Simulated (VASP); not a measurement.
# In3PN2 (P-3m1) in VASP: relaxation of cell and atoms with PBE

Aim: the relaxation of cell and atoms of In3PN2 with PBE.

All numbers are computed with VASP 6.6.1; they aren't measurements. Logs are shortened: lines on timing, memory, paths and dates and some standing lists are left out, and cuts for length are marked.

## (1) The cell of the first run

It takes space group P-3m1 (No. 164, trigonal). Conventional cell: a = 4.559 Å, b = 4.559 Å, c = 7.263 Å, α = 90.00°, β = 90.00°, γ = 120.00°. In (site symmetry 3m) has 4 N at 2.74 to 2.85 Å and 6 In at 2.83 to 3.36 Å and 3 P at 3.69 Å within 3.7 Å. Within 3.7 Å of In (site symmetry -3m) lie 6 In at 2.83 Å and 6 N at 3.19 Å and 2 P at 3.63 Å. P (site symmetry -3m) has 6 N at 3.21 Å and 8 In at 3.63 to 3.69 Å within 4.2 Å. Within 3.6 Å of N (site symmetry 3m) lie 7 In at 2.74 to 3.19 Å and 3 P at 3.21 Å.

The cell was generated, and may not be a known phase.

## (2) Relaxation of cell and atoms, PBE

INCAR

```
SYSTEM = In3PN2
PREC = Accurate ; ENCUT = 600
EDIFF = 1E-7 ; ISMEAR = 0
SIGMA = 0.15 ; LREAL = .FALSE.
LASPH = .TRUE. ; NELM = 120
ALGO = Normal ; ISIF = 3
LWAVE = .FALSE. ; LCHARG = .FALSE.
GGA = PE ; IBRION = 2
NSW = 36 ; EDIFFG = -0.08
GGA_COMPAT = .FALSE. ; NELMIN = 4
```

KPOINTS

```
Automatic mesh
0
G
  3 3 2
  0 0 0
```

POSCAR

```
In3PN2
1.0
    4.5594092400      0.0000000000      0.0000000000
   -2.2797046200      3.9485642300      0.0000000000
    0.0000000000      0.0000000000      7.2632883800
In P N
3 1 2
Direct
    0.3333333300      0.6666666700      0.6439999900
    0.6666666700      0.3333333300      0.3560000100
    0.0000000000      0.0000000000      0.5000000000
    0.0000000000      0.0000000000      0.0000000000
    0.3333333300      0.6666666700      0.2521899900
    0.6666666700      0.3333333300      0.7478100100
```

Potentials or basis: VASP PAW PBE potentials, release 64 (In_d, P, N).

The run is started by

```bash
cat potpaw_PBE.64/In_d/POTCAR potpaw_PBE.64/P/POTCAR potpaw_PBE.64/N/POTCAR > POTCAR
mpirun -np 1 vasp_std > vasp.out
```

OUTCAR:

```text
SYSTEM = In3PN2
   PREC = Accurate
   ENCUT = 600
   EDIFF = 1E-7
   ISMEAR = 0
   LREAL = .FALSE.
   LASPH = .TRUE.
   NELM = 120
   ISIF = 3
   GGA = PE
   IBRION = 2
   NSW = 36
   EDIFFG = -0.08
   NELMIN = 4

 ion  position               nearest neighbor table
   1  0.333  0.667  0.644-   6 2.74   6 2.74   6 2.74   3 2.83   3 2.83   3 2.83   5 2.85   2 3.36
                             2 3.36   2 3.36
   2  0.667  0.333  0.356-   5 2.74   5 2.74   5 2.74   3 2.83   3 2.83   3 2.83   6 2.85   1 3.36
                             1 3.36   1 3.36
   3  0.000  0.000  0.500-   1 2.83   2 2.83   2 2.83   1 2.83   2 2.83   1 2.83
   4  0.000  0.000  0.000-
   5  0.333  0.667  0.252-   2 2.74   2 2.74   2 2.74   1 2.85
   6  0.667  0.333  0.748-   1 2.74   1 2.74   1 2.74   2 2.85

  LATTYP: Found a hexagonal cell.
 ALAT       =     4.5594092400
 C/A-ratio  =     1.5930327807

  Lattice vectors:

 A1 = (   4.5594092400,   0.0000000000,   0.0000000000)
 A2 = (  -2.2797046200,   3.9485642300,   0.0000000000)
 A3 = (   0.0000000000,   0.0000000000,   7.2632883800)

Analysis of symmetry for initial positions (statically):
=====================================================================
 Subroutine PRICEL returns:
 Original cell was already a primitive cell.

 Routine SETGRP: Setting up the symmetry group for a
 hexagonal supercell.

 Subroutine GETGRP returns: Found 12 space group operations
 (whereof 12 operations were pure point group operations)
 out of a pool of 24 trial point group operations.

The static configuration has the point symmetry D_3d.

Analysis of symmetry for dynamics (positions and initial velocities):
=====================================================================
 Subroutine PRICEL returns:
 Original cell was already a primitive cell.

 Routine SETGRP: Setting up the symmetry group for a
 hexagonal supercell.

 Subroutine GETGRP returns: Found 12 space group operations
 (whereof 12 operations were pure point group operations)
 out of a pool of 24 trial point group operations.

The dynamic configuration has the point symmetry D_3d.

 Subroutine INISYM returns: Found 12 space group operations
 (whereof 12 operations are pure point group operations),
 and found     1 'primitive' translations

----------------------------------------------------------------------------------------

                                     Primitive cell

  volume of cell :     130.7619

  direct lattice vectors                    reciprocal lattice vectors
     4.559409240  0.000000000  0.000000000     0.219326660  0.126628306  0.000000000
    -2.279704620  3.948564230  0.000000000     0.000000000  0.253256612  0.000000000
     0.000000000  0.000000000  7.263288380     0.000000000  0.000000000  0.137678686

  length of vectors
     4.559409240  4.559409242  7.263288380     0.253256612  0.253256612  0.137678686

  position of ions in fractional coordinates (direct lattice)
     0.333333330  0.666666670  0.643999990
     0.666666670  0.333333330  0.356000010
     0.000000000  0.000000000  0.500000000
     0.000000000  0.000000000  0.000000000
     0.333333330  0.666666670  0.252189990
     0.666666670  0.333333330  0.747810010

  ion indices of the primitive-cell ions
   primitive index   ion index
                 1           1
                 2           2
                 3           3
                 4           4
                 5           5
                 6           6

----------------------------------------------------------------------------------------

 KPOINTS: Automatic mesh

Automatic generation of k-mesh.
 Grid dimensions read from file:
 generate k-points for:    3    3    2

 Generating k-lattice:

  Cartesian coordinates                     Fractional coordinates (reciprocal lattice)
     0.073108887  0.042209435  0.000000000     0.333333333  0.000000000  0.000000000
     0.000000000  0.084418871  0.000000000     0.000000000  0.333333333  0.000000000
     0.000000000  0.000000000  0.068839343     0.000000000  0.000000000  0.500000000

  Length of vectors
     0.084418871  0.084418871  0.068839343

  Shift w.r.t. Gamma in fractional coordinates (k-lattice)
     0.000000000  0.000000000  0.000000000

 Subroutine IBZKPT returns following result:
 ===========================================

 Found      6 irreducible k-points:

 Following reciprocal coordinates:
            Coordinates               Weight
  0.000000  0.000000  0.000000      1.000000
  0.333333  0.000000  0.000000      6.000000
  0.333333  0.333333  0.000000      2.000000
  0.000000  0.000000  0.500000      1.000000
  0.333333  0.000000  0.500000      6.000000
  0.333333  0.333333  0.500000      2.000000
   k-points           NKPTS =      6   k-points in BZ     NKDIM =      6   number of bands    NBANDS=     32
   number of dos      NEDOS =    301   number of ions     NIONS =      6
   total plane-waves  NPLWV =  77760
   dimension x,y,z NGX =    36 NGY =   36 NGZ =   60
   dimension x,y,z NGXF=    72 NGYF=   72 NGZF=  120
   ions per type =               3   1   2
   NGX,Y,Z   is equivalent  to a cutoff of  13.13, 13.13, 13.73 a.u.
   NGXF,Y,Z  is equivalent  to a cutoff of  26.25, 26.25, 27.47 a.u.
 SYSTEM =  In3PN2
   PREC   = accura    normal or accurate (medium, high low for compatibility)
   ISTART =      0    job   : 0-new  1-cont  2-samecut
   ICHARG =      2    charge: 1-file 2-atom 10-const
   ISPIN  =      1    spin polarized calculation?
   LNONCOLLINEAR =      F non collinear calculations
   LSORBIT =      F    spin-orbit coupling
   LASPH  =      T    aspherical Exc in radial PAW
   ENCUT  =  600.0 eV  44.10 Ry    6.64 a.u.   9.11  9.11 14.51*2*pi/ulx,y,z
   NELM   =    120;   NELMIN=  4; NELMDL= -5     # of ELM steps
   EDIFF  = 0.1E-06   stopping-criterion for ELM
   LREAL  =      F    real-space projection
   EDIFFG = -.8E-01   stopping-criterion for IOM
   NSW    =     36    number of steps for IOM
   IBRION =      2    ionic relax: 0-MD 1-quasi-New 2-CG
   NFREE  =      1    steps in history (QN), initial steepest desc. (CG)
   ISIF   =      3    stress and relaxation
   ISYM   =      2    0-nonsym 1-usesym 2-fastsym
   POTIM  = 0.5000    time-step for ionic-motion
   TEBEG  =    0.0;   TEEND  =   0.0 temperature during run
   PSTRESS=    0.0 pullay stress
   NELECT =      54.0000    total number of electrons
   NUPDOWN=      -1.0000    fix difference up-down
   EMIN   =  10.00;   EMAX   =-10.00  energy-range for DOS
   EFERMI =   0.00;   METHOD = LEGACY
   ISMEAR =     0;   SIGMA  =   0.15  broadening in eV -4-tet -1-fermi 0-gaus
   EFERMI_NEDOS =   21; number of points for ismear=-14 and -15
   IALGO  =     38    algorithm
   IMIX   =      4    mixing-type and parameters
     AMIX     =   0.40;   BMIX     =  1.00
     AMIX_MAG =   1.60;   BMIX_MAG =  1.00
  volume/ion in A,a.u.               =      21.79       147.07
  Fermi-wavevector in a.u.,A,eV,Ry     =   1.219118  2.303799 20.221640  1.486249
  Thomas-Fermi vector in A             =   2.354381
   LORBIT       =      0    0 simple, 1 ext, 2 COOP (PROOUT), +10 PAW based schemes
   GGA     = PE    functional components
   LHFCALC =     F    Hartree Fock is set to
   AEXX    =    0.0000 exact exchange contribution
   IVDW    =     0    specifies the selected vdW correction
   LEPSILON=     F    determine dielectric tensor
   LRPA    =     F    only Hartree local field effects (RPA)
 conjugate gradient relaxation of ions
 non-spin polarized calculation
 Gauss-broadening in eV      SIGMA  =   0.15
  energy-cutoff  :      600.00
  volume of cell :      130.76
 maximum number of plane-waves:      4389
   NGX = 19   NGY = 19   NGZ = 29

--------------------------------------- Ionic step        1  -------------------------------------------

 number of electron      53.9999987 magnetization

 Free energy of the ion-electron system (eV)
  ---------------------------------------------------
  ext. energy  EPLUGINS =         0.00000000
  ---------------------------------------------------
  free energy    TOTEN  =       -19.15579114 eV

  energy without entropy =      -19.06072803  energy(sigma->0) =      -19.10825959

 E-fermi :   4.9106     XC(G=0):  -9.6933

 val. band max:        4.8541662747   @ k =   0.0000   0.0000   0.5000
 cond. band min:       4.9264133474   @ k =   0.0000   0.0000   0.0000
 fundamental gap:      0.0722470727
 Fermi energy:         4.9105683664

 k-point     1 :       0.0000    0.0000    0.0000
  band No.  band energies     occupation
      1     -10.5352      2.00000
      2     -10.5352      2.00000
      3     -10.3265      2.00000
      4     -10.3265      2.00000
      5     -10.1830      2.00000
      6      -9.8782      2.00000
[... 312 lines left out ...]
  FREE ENERGIE OF THE ION-ELECTRON SYSTEM (eV)
  ---------------------------------------------------
  free  energy   TOTEN  =       -21.0192480349 eV

  energy  without entropy=      -20.9232056777  energy(sigma->0) =      -20.97122686

 E-fermi :  10.1616     XC(G=0): -12.0394

 val. band max:       10.0763670252   @ k =   0.3333   0.0000   0.5000
 cond. band min:      10.2241985048   @ k =   0.3333   0.3333   0.5000
 fundamental gap:      0.1478314796
 Fermi energy:        10.1616291693

 k-point     1 :       0.0000    0.0000    0.0000
  band No.  band energies     occupation
      1      -5.3135      2.00000
      2      -4.9693      2.00000
      3      -4.9693      2.00000
      4      -4.9193      2.00000
      5      -4.8280      2.00000
      6      -4.7333      2.00000
[... 199 lines left out ...]
     31      14.3297      0.00000
     32      15.3676      0.00000

[... ionic steps 4 to 26 ...]

--------------------------------------- Ionic step       27  -------------------------------------------

 number of electron      54.0000002 magnetization

------------------------ aborting loop because EDIFF is reached ----------------------------------------

  FORCE on cell =-STRESS in cart. coord.  units (eV):
  Direction    XX          YY          ZZ          XY          YZ          ZX
  --------------------------------------------------------------------------------------
  -------------------------------------------------------------------------------------
  Total        0.0762388      0.0762388     -0.3449133      0.0000000      0.0000000     -0.0000000
  in kB        1.2823124      1.2823124     -5.8013331      0.0000000      0.0000000     -0.0000000
  external PRESSURE =      -1.0789027 kB  Pullay stress =       0.0000000 kB
[... 65 lines left out ...]
  energy  without entropy=      -26.9243770436  energy(sigma->0) =      -26.94737486

--------------------------------------- Ionic step       29  -------------------------------------------

 number of electron      54.0000005 magnetization

 Free energy of the ion-electron system (eV)
  ---------------------------------------------------
  ext. energy  EPLUGINS =         0.00000000
  ---------------------------------------------------
  free energy    TOTEN  =       -26.97282223 eV

  energy without entropy =      -26.92707948  energy(sigma->0) =      -26.94995085

 E-fermi :   8.5999     XC(G=0): -11.2298

 val. band max:        8.5443389937   @ k =   0.3333   0.0000   0.0000
 cond. band min:       9.0446987541   @ k =   0.0000   0.0000   0.5000
 fundamental gap:      0.5003597604
 Fermi energy:         8.5998549226

 k-point     1 :       0.0000    0.0000    0.0000
  band No.  band energies     occupation
      1      -6.5309      2.00000
      2      -6.0800      2.00000
      3      -6.0730      2.00000
      4      -6.0455      2.00000
      5      -6.0455      2.00000
      6      -6.0063      2.00000
[... 232 lines left out ...]
  FREE ENERGIE OF THE ION-ELECTRON SYSTEM (eV)
  ---------------------------------------------------
  free  energy   TOTEN  =       -26.9728222329 eV

  energy  without entropy=      -26.9270794752  energy(sigma->0) =      -26.94995085

 reached required accuracy - stopping structural energy minimisation
```

It took 25 min on 1 thread of Intel Xeon 8259CL, shared host; peak memory 0.3 GiB.

What came out:

```yaml
Free_energy: -26.9728 eV
Relaxed_volume: 15.86 Å³/atom
Relaxed_cell: a = 3.526 Å, b = 3.526 Å, c = 8.838 Å, α = 90.00°, β = 90.00°, γ = 120.00°
Space_group_after_relaxing_to_0.1_Å: P-3m1 (No. 164)
Energy_gained_by_relaxing: 1302.8 meV/atom
Ionic_steps: 29
Pressure_after_relaxing: 0.0 GPa
Largest_force_after_relaxing: 0.060 eV/Å
Band_gap_on_the_k_mesh: zero (bands 27 and 28 overlap by 0.83 eV)
```

Forces in eV/Å, atoms in the order of the input:
```
In   0.000  0.000 -0.027
In   0.000  0.000  0.027
In   0.000  0.000  0.000
P    0.000  0.000  0.000
N    0.000  0.000 -0.060
N    0.000  0.000  0.060
```

Stress tensor (GPa, compression positive):
```
-0.08  0.00  0.00
 0.00 -0.08  0.00
 0.00  0.00  0.13
```

The path:
```csv
step,energy change (eV),largest force (eV/Å),pressure (GPa),volume (Å³)
1,0.0000,2.1383,-4.13,130.76
2,-0.7492,2.4207,-1.98,120.41
3,-1.8635,3.2795,16.31,92.55
4,-2.1115,3.1251,16.00,91.80
5,-2.8048,2.6332,15.04,89.54
6,-3.6469,1.5606,17.02,85.09
7,-3.6769,1.3716,19.35,83.37
8,-4.1981,1.1563,10.47,88.04
9,-4.5798,1.0192,0.43,95.95
10,-4.6038,0.9574,-1.83,98.38
11,-4.7144,0.8846,-1.68,98.27
12,-5.0528,0.9503,-1.24,97.81
13,-5.8301,0.5380,-0.14,96.35
14,-6.6567,1.6220,6.91,91.48
15,-6.7744,1.8806,5.56,92.67
16,-6.8668,2.4031,3.19,95.19
17,-7.0323,2.1538,1.25,96.34
18,-7.3583,1.4142,-3.65,99.84
19,-7.3746,0.3797,-9.08,107.02
20,-7.4523,0.7465,-7.23,103.80
21,-7.6424,0.5028,-4.98,100.86
22,-7.7457,0.6338,-1.21,97.29
23,-7.7465,0.6822,-0.76,96.94
24,-7.7706,0.5542,-0.49,96.43
25,-7.8073,0.1733,0.46,94.92
26,-7.8078,0.1847,0.63,94.70
27,-7.8137,0.1476,-0.11,95.26
28,-7.8146,0.1282,-0.49,95.56
29,-7.8170,0.0598,-0.01,95.16
```

Final structure:
```
In P N
1.0
     3.52587    0.00000    0.00000
    -1.76294    3.05349    0.00000
     0.00000    0.00000    8.83837
In P N
3 1 2
Cartesian
  0.0000 2.0357 7.0305
  1.7629 1.0178 1.8079
  0.0000 0.0000 4.4192
  -1.7629 3.0535 0.0000
  0.0000 2.0357 3.0840
  1.7629 1.0178 5.7544
```

Caveat: the k points lie up to 0.69 Å⁻¹ apart in the final cell, too coarse for converged energies and pressures of a metal; the volume moved by over 15 % at a fixed basis, so the end points are rough; spin-orbit coupling is left out, which moves the levels of the heavy elements; the relaxation stopped at a loose force limit of 0.08 eV/Å, so its end isn't a converged minimum.

The gap in the log of VASP goes by the Fermi energy; the results here count the filled bands.